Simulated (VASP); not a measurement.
Input of a VASP 6.6.1 run:

File INCAR:

```
SYSTEM = Mg
  ALGO = Fast
  EDIFF = 1E-6
  ENCUT = 520
  GGA = PS
  ISIF = 2
  ISMEAR = 0
  LASPH = .TRUE.
  LCHARG = .TRUE.
  LELF = .TRUE.
  LREAL = .FALSE.
  LVHAR = .TRUE.
  LWAVE = .FALSE.
  NBANDS = 9
  NELM = 60
  PREC = Accurate
  SIGMA = 0.05
```

Contents of KPOINTS:

```
k-points
0
G
  16 16 10
  0 0 0
```

The input POSCAR:

```
Mg
1.0
    3.2187853334      0.0000000000      0.0000000000
   -1.6093926667      2.7875498681      0.0000000000
    0.0000000000      0.0000000000      5.2185302052
Mg
2
Direct
    0.3333333333      0.6666666667      0.2500000000
    0.6666666667      0.3333333333      0.7500000000
```

Potentials or basis: VASP PAW PBE potentials, release 64 (Mg).

Launch:

```sh
$ cat potpaw_PBE.64/Mg/POTCAR > POTCAR
$ mpirun -np 1 vasp_std > vasp.out
```

(1) Estimate the pressure.

(2) Estimate the band gap on the k mesh.

Answers

(1) -1.4 GPa.

(2) zero (band 2 reaches 3.48 eV, above the bottom of band 3 at 1.27 eV).

Caveat: the PAW data sets were made with another functional, which shifts forces and pressure a little.
